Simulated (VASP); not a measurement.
Runs of VASP 6.6.1 on Pt. The structure is that of space group P6_3/mmc (No. 194), or close to it. The cells are those of the table. 

```csv
task,cell,cutoff (eV),gap on the mesh (eV),pressure (GPa)
relaxation of cell and atoms,"relaxed to 41 GPa from a = 2.705, b = 2.705, c = 4.382 Å, angles 90.0, 90.0, 120.0°, 2 atoms",600,none,41.0
relaxation of cell and atoms,"relaxed to 41 GPa from a = 2.668, b = 2.668, c = 4.528 Å, angles 90.0, 90.0, 120.0°, 2 atoms",600,none,41.0
single point,"a = 2.668, b = 2.668, c = 4.528 Å, angles 90.0, 90.0, 120.0°, 2 atoms",520,none,(a)
single point,"a = 2.668, b = 2.668, c = 4.527 Å, angles 90.0, 90.0, 120.0°, 2 atoms",520,none,40.5
```

Alike in all rows: level PBE; potentials or basis VASP PAW PBE potentials, release 64 (Pt); no spin polarisation; k mesh 16 × 16 × 9; smearing fermi-dirac 0.1 eV.

Task: Fill in the values left out.

Result: (a) 40.4.

Caveats: spin-orbit coupling is left out, which moves the levels of the heavy elements; the cell is relaxed towards a set pressure, so the enthalpy falls and the energy may rise (some runs).

A k mesh can miss the band edges, and the runs leave out spin-orbit coupling on Pt.

A gap of «none» marks levels without a gap at the run's occupations.
